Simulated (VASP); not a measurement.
# Ca: relaxation of cell and atoms with PBE

Ca:

```
Ca
1.0
     3.22970    0.00000    0.00000
    -1.61485    2.79700    0.00000
     0.00000    0.00000    5.42824
Ca
2
Direct
  0.33333 0.66667 0.25000
  0.66667 0.33333 0.75000
```

This isn't the form of Ca at room conditions, which is fcc.

- Program: VASP 6.6.1
- Task: relaxation of cell and atoms
- Functional: PBE
- Potentials or basis: VASP PAW PBE potentials, release 64 (Ca_sv)
- Cutoff: 600 eV
- k mesh: 13 × 13 × 7
- Occupations: fermi-dirac, width 0.05 eV
- Spin: no spin polarisation
- Target pressure: 21 GPa
- Dipole correction: no
- Further INCAR settings: ALGO = Normal; EDIFF = 1e-07; IBRION = 2; EDIFFG = -0.005; NSW = 32; ISIF = 3

The relaxed volume is 24.54 Å³/atom, the relaxed cell is a = 3.231 Å, b = 3.231 Å, c = 5.430 Å, α = 90.00°, β = 90.00°, γ = 120.00° and the space group after relaxing (to 0.1 Å) is P6_3/mmc (No. 194). The energy change on relaxing (the run minimises the enthalpy) is -3.2 meV/atom, the ionic steps are 3 and the pressure after relaxing is 21.0 GPa. The band gap on the k mesh is zero (bands 10 and 11 overlap by 0.40 eV).

The path:
| step | energy change (eV) | largest force (eV/Å) | pressure (GPa) | volume (Å³) |
| --- | --- | --- | --- | --- |
| 1 | 0.0000 | 0.0000 | 21.06 | 49.04 |
| 2 | -0.0091 | 0.0000 | 20.97 | 49.11 |
| 3 | -0.0064 | 0.0000 | 21.00 | 49.08 |

Final structure:
```cif
data_structure
_symmetry_space_group_name_H-M 'P 1'
_symmetry_Int_Tables_number 1
_cell_length_a 3.2309
_cell_length_b 3.2309
_cell_length_c 5.4297
_cell_angle_alpha 90.000
_cell_angle_beta 90.000
_cell_angle_gamma 120.000
_cell_volume 49.08
loop_
_atom_site_label
_atom_site_type_symbol
_atom_site_fract_x
_atom_site_fract_y
_atom_site_fract_z
_atom_site_occupancy
Ca1 Ca 0.33333 0.66667 0.25000 1
Ca2 Ca 0.66667 0.33333 0.75000 1
```

Levels at points of the mesh, in eV from the Fermi level:
```tsv
k point	band 8	band 9	band 10	band 11	band 12	band 13
(0.00, 0.00, 0.00)	-21.52	-4.69	-1.27	0.79	2.81	3.02
```

It took 74 s on 1 thread of AMD EPYC 9R45 96-Core Processor (Zen 5) (shared host), peak memory 0.2 GiB.

Caveat: the cell is relaxed towards a set pressure, so the run minimises the enthalpy, not the energy.
